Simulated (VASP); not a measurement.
Wanted: the native input for a VASP 6.6.1 run.

- Task: single point
- Functional: LDA
- Potentials or basis: VASP PAW LDA potentials, release 64 (Ca_sv, O)
- Cutoff: 520 eV
- k mesh: 8 × 8 × 8
- Occupations: gaussian, width 0.01 eV
- Spin: no spin polarisation
- Dipole correction: no
- Further INCAR settings: ALGO = Normal; EDIFF = 1e-07; NBANDS = 15

The structure of CaO lies in POSCAR:

```
CaO
1.0
    2.3068708221      2.3068708221      0.0000000000
   -2.3068708221      2.3068708221      0.0000000000
    0.0000000000      2.3068708221      2.3778783292
Ca O
1 1
Direct
    0.0000000000      0.0000000000      0.0000000000
    0.5000000000      0.5000000000      0.0000000000
```

This cell differs from its parent crystal: in-plane strain -0.02, then relaxed in part.

These files were run (other wordings do the same):

INCAR

```
PREC     = Accurate       # precision mode
ENCUT    = 520            # plane-wave cutoff, eV
EDIFF    = 1E-7           # SCF threshold, eV
ISMEAR   = 0              # smearing method
SIGMA    = 0.01           # smearing width, eV
LREAL    = F              # projectors in reciprocal space
LASPH    = T              # aspherical terms in the spheres
NELM     = 60             # most SCF steps
ALGO     = Normal         # electronic algorithm
ISIF     = 2              # what is computed and relaxed
LWAVE    = F              # write WAVECAR
LCHARG   = F              # write CHGCAR
GGA      = CA             # functional
NBANDS   = 15             # bands
```

KPOINTS

```
Automatic mesh
0
Gamma
  8 8 8
```

Potentials or basis: VASP PAW LDA potentials, release 64 (Ca_sv, O).

Launch:

```console
$ cat potpaw_LDA.64/Ca_sv/POTCAR potpaw_LDA.64/O/POTCAR > POTCAR
$ mpirun -np 1 vasp_std > vasp.out
```

Results of the run:

```
Pressure               : 5.6 GPa
Band gap on the k mesh : 3.33 eV, indirect (least direct gap 3.68 eV)
```

Caveat: the cell differs from its parent crystal (in-plane strain -0.02, then relaxed in part).

Wall time 11 s on 1 thread of Intel Xeon 6975P-C, with other jobs on the host, peak memory 0.15 GiB.
